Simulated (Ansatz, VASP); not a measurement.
**One calculation of V, two programs**

```
V
1.0
     0.00000    1.91994    1.91994
     1.91994    0.00000    1.91994
     1.91994    1.91994    0.00000
V
1
Direct
  0.00000 0.00000 0.00000
```

Change from the starting cell: volume scaled by 1.04.

Alike in both runs: task single point; functional PBE; k mesh 12 × 12 × 12; occupations fermi-dirac, width 0.05 eV; collinear spin.

|  | VASP | Ansatz |
| --- | --- | --- |
| version | VASP 6.6.1 | Ansatz 0.2.0 |
| potentials or method | VASP PAW PBE potentials, release 64 (V_sv), cutoff 520 eV | all-electron LAPW, scalar-relativistic |

Ansatz gave:

- gap on the k mesh at the Fermi level (eV): none
- pressure (GPa): -3.2
- net moment per atom (μB): 0.00

Task: Which values does VASP return?

Result: gap on the k mesh at the Fermi level (eV): none; pressure (GPa): -3.0; net moment per atom (μB): 0.00.

A gap of «none» marks a metal or a gap that the smearing closes. Ansatz ran all-electron here, and VASP with PAW potentials.
